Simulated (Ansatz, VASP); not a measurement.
One calculation of KRu, two programs

```
K Ru
1.0
    -2.17013    2.17013    3.06211
     2.17013   -2.17013    3.06211
     2.17013    2.17013   -3.06211
K Ru
1 1
Direct
  0.50000 0.50000 0.00000
  0.00000 0.00000 0.00000
```

Alike in both runs: functional PBE; k mesh 6 × 6 × 6; occupations gaussian, width 0.1 eV; no spin polarisation.

Ansatz relaxed the structure, and its values are those at the end. VASP's run is a single point on that final structure, the one shown.

```csv
,VASP,Ansatz
version,VASP 6.6.1,Ansatz 0.2.0
potentials or method,"VASP PAW PBE potentials, release 64 (K_sv, Ru_pv), cutoff 520 eV","scalar-relativistic, plane waves, PAW"
valence electrons in the cell,23,25
```

```tsv
	VASP	Ansatz	Ansatz less VASP
gap on the k mesh at the Fermi level (eV)	none	none	-
pressure (GPa)	0.0	0.0	-0.09
```

A gap of «none» marks a metal or a gap that the smearing closes. VASP's potentials hold 23 valence electrons a cell and Ansatz's 25, so a difference there can come from the potentials and not from the codes.
